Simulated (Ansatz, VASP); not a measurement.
RbOs in VASP and in Ansatz

```
Rb Os
1.0
     0.00000    3.57974    3.57974
     3.57974    0.00000    3.57974
     3.57974    3.57974    0.00000
Rb Os
2 2
Direct
  0.50000 0.50000 0.50000
  0.75000 0.75000 0.75000
  0.00000 0.00000 0.00000
  0.25000 0.25000 0.25000
```

Alike in both runs: functional PBE; k mesh 4 × 4 × 4; occupations gaussian, width 0.1 eV; no spin polarisation.

Ansatz relaxed the structure, and its values are those at the end. VASP's run is a single point on that final structure, the one shown.

```csv
,VASP,Ansatz
version,VASP 6.6.1,Ansatz 0.2.0
potentials or method,"VASP PAW PBE potentials, release 64 (Rb_sv, Os), cutoff 520 eV","scalar-relativistic, plane waves, PAW"
valence electrons in the cell,34,50
```

|  | VASP | Ansatz | Ansatz less VASP |
| --- | --- | --- | --- |
| gap on the k mesh at the Fermi level (eV) | none | none | - |
| pressure (GPa) | 0.2 | 0.0 | -0.24 |

A gap of «none» marks a metal or a gap that the smearing closes. With one functional, cell and mesh, what is left measures potentials, basis and numerics. VASP's potentials hold 34 valence electrons a cell and Ansatz's 50, so a difference there can come from the potentials and not from the codes.

The k mesh is coarse, so the values compare programs but aren't converged. Neither program's run includes spin-orbit coupling.
